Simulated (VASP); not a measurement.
Fe, 1 atom in the cell. The structure is cubic, space group Im-3m (No. 229). Conventional cell: a = 2.788 Å, b = 2.788 Å, c = 2.788 Å, α = 90.00°, β = 90.00°, γ = 90.00°. Within 3.2 Å of Fe (site symmetry m-3m) lie 14 Fe at 2.41 to 2.79 Å. 

- Program: VASP 6.6.1
- Task: relaxation of cell and atoms
- Functional: PBEsol
- Potentials or basis: VASP PAW PBE potentials, release 64 (Fe)
- Cutoff: 600 eV
- k mesh: 22 × 22 × 22
- Occupations: fermi-dirac, width 0.1 eV
- Spin: collinear spin, ferromagnetic start
- Starting moments: [2.5] μB
- Dipole correction: no
- Further INCAR settings: ALGO = Normal; EDIFF = 1e-07; IBRION = 2; EDIFFG = -0.005; NSW = 60; ISIF = 3

Potentials or basis: VASP PAW PBE potentials, release 64 (Fe).

Command:

```sh
$ cat potpaw_PBE.64/Fe/POTCAR > POTCAR
$ mpirun -np 1 vasp_std > vasp.out
```

Hardware: 1 thread of Intel(R) Xeon(R) Platinum 8488C (Sapphire Rapids), on a shared host.

How long does it take, and how much memory?

Wall time 110 s on 1 thread of Intel(R) Xeon(R) Platinum 8488C (Sapphire Rapids) (shared host), peak memory 0.19 GiB. Counts: scf iterations 26, k points 328, ion steps 3.
